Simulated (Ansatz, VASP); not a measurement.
Two plane-wave programs on TiAl

```
Ti Al
1.0
     2.94807    0.00000    0.00000
    -1.47404    2.55311    0.00000
     0.00000    0.00000    4.42513
Ti Al
1 1
Direct
  0.00000 0.00000 0.00000
  0.33333 0.66667 0.50000
```

Alike in both runs: task single point; functional PBE; k mesh 21 × 21 × 12; occupations gaussian, width 0.15 eV; no spin polarisation.

```csv
,VASP,Ansatz
version,VASP 6.6.1,Ansatz 0.2.0
potentials or method,"VASP PAW PBE potentials, release 64 (Ti_sv, Al), cutoff 520 eV","scalar-relativistic, plane waves, PAW"
valence electrons in the cell,15,15
```

VASP gave:

```
gap on the k mesh at the Fermi level (eV)                     : none
pressure (GPa)                                                : 1.5
traceless stress, the component that is largest in VASP (GPa) : 5.88
```

Which values does Ansatz return?

gap on the k mesh at the Fermi level (eV): none; pressure (GPa): 1.6; traceless stress, the component that is largest in VASP (GPa): 5.85.

A gap of «none» marks a metal or a gap that the smearing closes. The functional is the same, so the differences come from potentials, cutoffs and numerics.
